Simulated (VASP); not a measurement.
A run of VASP 6.6.1 is set up as follows.

The input INCAR:

```
  ALGO = Normal
  EDIFF = 1E-6
  ENCUT = 520
  GGA = PE
  ISIF = 2
  ISMEAR = 0
  ISPIN = 2
  LASPH = True
  LCHARG = True
  LELF = True
  LORBIT = 11
  LREAL = False
  LVHAR = True
  LWAVE = False
  MAGMOM = 0 1 1 1 1 1
  NBANDS = 30
  NELM = 150
  PREC = Accurate
  SIGMA = 0.1
```

KPOINTS

```
k-points
0
Gamma
  6 6 6
```

File POSCAR:

```
AlO5
1.0
   -2.4139680100      2.4735925100      2.8774694200
    2.4139680100     -2.4735925100      2.8774694200
    2.4139680100      2.4735925100     -2.8774694200
Al O
1 5
Direct
    0.0000000000      0.5000000000      0.5000000000
    0.5000000000      0.5000000000      0.5000000000
    0.0000000000      0.0000000000      0.5000000000
    0.0000000000      0.5000000000      0.0000000000
    0.5000000000      0.0000000000      0.0000000000
    0.5000000000      0.5000000000      0.0000000000
```

Potentials or basis: VASP PAW PBE potentials, release 64 (Al, O).

Launch:

```console
$ cat potpaw_PBE.64/Al/POTCAR potpaw_PBE.64/O/POTCAR > POTCAR
$ mpirun -np 1 vasp_std > vasp.out
```

**Question.** What does it give for the net moment?

**Answer.** 3.45 μB per cell.

**Question.** Estimate the pressure.

**Answer.** -19.6 GPa.

Stress tensor (GPa, compression positive):
```
-17.80   0.00   0.00
  0.00 -13.19   0.00
  0.00   0.00 -27.86
```
